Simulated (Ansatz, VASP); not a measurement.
# Two plane-wave programs on Ge15Mo

File INCAR:

```
ALGO = Normal ; EDIFF = 1E-7
ENCUT = 520 ; GGA = PS
ISIF = 2 ; ISMEAR = 0
ISPIN = 2 ; LASPH = T
LCHARG = F ; LMAXMIX = 4
LORBIT = 11 ; LREAL = Auto
LWAVE = F ; MAGMOM = 2 0 0 0 0 0 0 0 0 0 0 0 0 0 0 0
NBANDS = 130 ; NELM = 150
PREC = Accurate ; SIGMA = 0.05
```

File KPOINTS:

```
k-points
0
Gamma
  3 3 3
```

The input POSCAR:

```
Ge15Mo
1.0
    0.0000000000      5.6575400000      5.6575400000
    5.6575400000      0.0000000000      5.6575400000
    5.6575400000      5.6575400000      0.0000000000
Mo Ge
1 15
Direct
    1.0000000000      0.0000000000      0.0000000000
    0.9995146617      0.9995146617      0.5004853383
    0.9995146617      0.5004853383      0.9995146617
    0.9995146617      0.5004853383      0.5004853383
    0.5004853383      0.9995146617      0.9995146617
    0.5004853383      0.9995146617      0.5004853383
    0.5004853383      0.5004853383      0.9995146617
    0.5000000000      0.5000000000      0.5000000000
    0.1263979545      0.1263979545      0.1263979545
    0.1263979545      0.1263979545      0.6208061366
    0.1263979545      0.6208061366      0.1263979545
    0.1253009340      0.6248996887      0.6248996887
    0.6208061366      0.1263979545      0.1263979545
    0.6248996887      0.1253009340      0.6248996887
    0.6248996887      0.6248996887      0.1253009340
    0.6248996887      0.6248996887      0.6248996887
```

Input for Ansatz:

```yaml
crystal:
  lattice:
    - [0.0, 5.65754, 5.65754]
    - [5.65754, 0.0, 5.65754]
    - [5.65754, 5.65754, 0.0]
  atoms:
    - { symbol: Mo, position: [1.0, 0.0, 0.0], spin: 2.0 }
    - { symbol: Ge, position: [0.9995146617, 0.9995146617, 0.5004853383] }
    - { symbol: Ge, position: [0.9995146617, 0.5004853383, 0.9995146617] }
    - { symbol: Ge, position: [0.9995146617, 0.5004853383, 0.5004853383] }
    - { symbol: Ge, position: [0.5004853383, 0.9995146617, 0.9995146617] }
    - { symbol: Ge, position: [0.5004853383, 0.9995146617, 0.5004853383] }
    - { symbol: Ge, position: [0.5004853383, 0.5004853383, 0.9995146617] }
    - { symbol: Ge, position: [0.5, 0.5, 0.5] }
    - { symbol: Ge, position: [0.1263979545, 0.1263979545, 0.1263979545] }
    - { symbol: Ge, position: [0.1263979545, 0.1263979545, 0.6208061366] }
    - { symbol: Ge, position: [0.1263979545, 0.6208061366, 0.1263979545] }
    - { symbol: Ge, position: [0.125300934, 0.6248996887, 0.6248996887] }
    - { symbol: Ge, position: [0.6208061366, 0.1263979545, 0.1263979545] }
    - { symbol: Ge, position: [0.6248996887, 0.125300934, 0.6248996887] }
    - { symbol: Ge, position: [0.6248996887, 0.6248996887, 0.125300934] }
    - { symbol: Ge, position: [0.6248996887, 0.6248996887, 0.6248996887] }
basis:
  ecutwfc: 420
  ecutrho_ratio: 4
kpoints:
  mp_grid: { grid: [3, 3, 3] }
hamiltonian:
  xc: pbesol
scf:
  occupations: { method: gaussian, width: 0.05 }
output:
  forces: true
  stress: true
  eigenvalues: true
  populations: true
  hubbard: { sites: [{ site: 0, l: d }] }
magnetization:
  spin_polarized: true
```

Alike in both runs: task single point; functional PBEsol; k mesh 3 × 3 × 3; occupations gaussian, width 0.05 eV; collinear spin.

```csv
,VASP,Ansatz
version,VASP 6.6.1,Ansatz 0.2.0
potentials or method,"VASP PAW PBE potentials, release 64 (Mo_sv, Ge_d), cutoff 520 eV","scalar-relativistic, plane waves, PAW"
valence electrons in the cell,224,224
```

```tsv
	VASP	Ansatz	Ansatz less VASP
gap on the k mesh at the Fermi level (eV)	none	none	-
pressure (GPa)	0.8	0.9	+0.08
rms of the force components (eV/Å)	0.114	0.117	+0.0027
net moment per atom (μB)	0.10	0.10	0.000
size of the moment on the site where the two differ most (μB)	1.26	1.01	-0.256
```

VASP's potentials were made for PBE, not for PBEsol. Site moments also hang on the region over which each program counts them. Atom by atom the forces differ by 0.003 eV/Å (rms over components). A gap of «none» marks a metal or a gap that the smearing closes. With one functional, cell and mesh, what is left measures potentials, basis and numerics.
